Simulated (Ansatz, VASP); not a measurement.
# Ir in VASP and in Ansatz

INCAR

```
SYSTEM = Ir
PREC = Accurate
ENCUT = 520
EDIFF = 1E-6
ISMEAR = -1
SIGMA = 0.1
LREAL = .False.
LASPH = .True.
NELM = 100
ALGO = Normal
ISIF = 2
LWAVE = .False.
LCHARG = .False.
GGA = RP
NBANDS = 26
```

The input KPOINTS:

```
regular mesh
0
Gamma
  15 15 4
  0 0 0
```

File POSCAR:

```
Ir
1.0
    2.7133234222      0.0000000000      0.0000000000
   -1.3566617111      2.3498070123      0.0000000000
    0.0000000000      0.0000000000      8.8639353044
Ir
4
Direct
    1.0000000000      1.0000000000      1.0000000000
    1.0000000000      1.0000000000      0.5000000000
    0.3333333333      0.6666666667      0.2500000000
    0.6666666667      0.3333333333      0.7500000000
```

Input for Ansatz:

```yaml
crystal:
  lattice:
    - [2.7133234222, 0.0, 0.0]
    - [-1.3566617111, 2.3498070123, 0.0]
    - [0.0, 0.0, 8.8639353044]
  atoms:
    - { symbol: Ir, position: [1.0, 1.0, 1.0] }
    - { symbol: Ir, position: [1.0, 1.0, 0.5] }
    - { symbol: Ir, position: [0.3333333333, 0.6666666667, 0.25] }
    - { symbol: Ir, position: [0.6666666667, 0.3333333333, 0.75] }
hamiltonian:
  xc: rpbe
  pseudopotentials:
    kind: paw
    azcp:
      Ir: "pseudopotentials/Ir.paw.azcp"
basis:
  ecutwfc: 420
  fft_grid_basis: typed
kpoints:
  mp_grid: { grid: [15, 15, 4], shift: [0, 0, 0] }
magnetization:
  spin_polarized: false
scf:
  occupations: { method: fermi_dirac, width: 0.1 }
  lower_state_search: "off"
output:
  stress: true
```

Alike in both runs: task single point; functional RPBE; k mesh 15 × 15 × 4; occupations fermi-dirac, width 0.1 eV; no spin polarisation.

|  | VASP | Ansatz |
| --- | --- | --- |
| version | VASP 6.6.1 | Ansatz 0.2.0 |
| potentials or method | VASP PAW PBE potentials, release 64 (Ir), cutoff 520 eV | plane waves (420 eV) with PAW, scalar-relativistic |
| valence electrons in the cell | 36 | 68 |

Ansatz gave:

- pressure (GPa): 14.8
- traceless stress, the component that is largest in VASP (GPa): 0.05

**Question.** Which values does VASP return?

**Answer.** Pressure (GPa): 15.2; traceless stress, the component that is largest in VASP (GPa): 0.06.

VASP's potentials were made for PBE, not for RPBE. VASP's potentials hold 36 valence electrons a cell and Ansatz's 68, so a difference there can come from the potentials and not from the codes.

Spin-orbit coupling is off throughout.
